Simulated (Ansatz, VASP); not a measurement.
Two plane-wave programs on KMgF3

Contents of INCAR:

```
  PREC = Accurate
  ENCUT = 520
  EDIFF = 1E-7
  ISMEAR = 0
  SIGMA = 0.05
  LREAL = F
  LASPH = T
  NELM = 60
  ALGO = Normal
  ISIF = 2
  LWAVE = F
  LCHARG = F
  GGA = PS
  NBANDS = 24
```

KPOINTS

```
Automatic mesh
0
Gamma
  6 6 6
```

The input POSCAR:

```
KMgF3
1.0
    4.3047720000      0.0000000000      0.0000000000
    0.0000000000      4.3047720000      0.0000000000
    0.0000000000      0.0000000000      3.9859000000
K Mg F
1 1 3
Direct
    0.5000000000      0.5000000000      0.5000000000
    0.0000000000      0.0000000000      0.0000000000
    0.5000000000      0.0000000000      0.0000000000
    0.0000000000      0.5000000000      0.0000000000
    0.0000000000      0.0000000000      0.5000000000
```

Input for Ansatz:

```yaml
crystal:
  lattice:
    - [4.304772, 0.0, 0.0]
    - [0.0, 4.304772, 0.0]
    - [0.0, 0.0, 3.9859]
  atoms:
    - { symbol: K, position: [0.5, 0.5, 0.5] }
    - { symbol: Mg, position: [0.0, 0.0, 0.0] }
    - { symbol: F, position: [0.5, 0.0, 0.0] }
    - { symbol: F, position: [0.0, 0.5, 0.0] }
    - { symbol: F, position: [0.0, 0.0, 0.5] }
basis:
  ecutwfc: 420
kpoints:
  mp_grid: { grid: [6, 6, 6] }
hamiltonian:
  xc: pbesol
scf:
  occupations: { method: gaussian, width: 0.05 }
output:
  forces: true
  stress: true
  eigenvalues: true
```

Change from the starting cell: strain +0.080 along x and y, +0.000 along z, atoms carried along.

Alike in both runs: task single point; functional PBEsol; k mesh 6 × 6 × 6; occupations gaussian, width 0.05 eV; no spin polarisation.

```csv
,VASP,Ansatz
version,VASP 6.6.1,Ansatz 0.2.0
potentials or method,"VASP PAW PBE potentials, release 64 (K_sv, Mg, F), cutoff 520 eV","scalar-relativistic, plane waves, PAW"
valence electrons in the cell,32,40
```

```tsv
	VASP	Ansatz	Ansatz less VASP
gap on the k mesh at the Fermi level (eV)	6.08	6.10	+0.025
least direct gap on the mesh (eV)	6.36	6.39	+0.024
pressure (GPa)	-7.7	-7.3	+0.39
traceless stress, the component that is largest in VASP (GPa)	2.83	2.86	+0.024
```

VASP's potentials were made for PBE, not for PBEsol. VASP's potentials hold 32 valence electrons a cell and Ansatz's 40, so a difference there can come from the potentials and not from the codes.
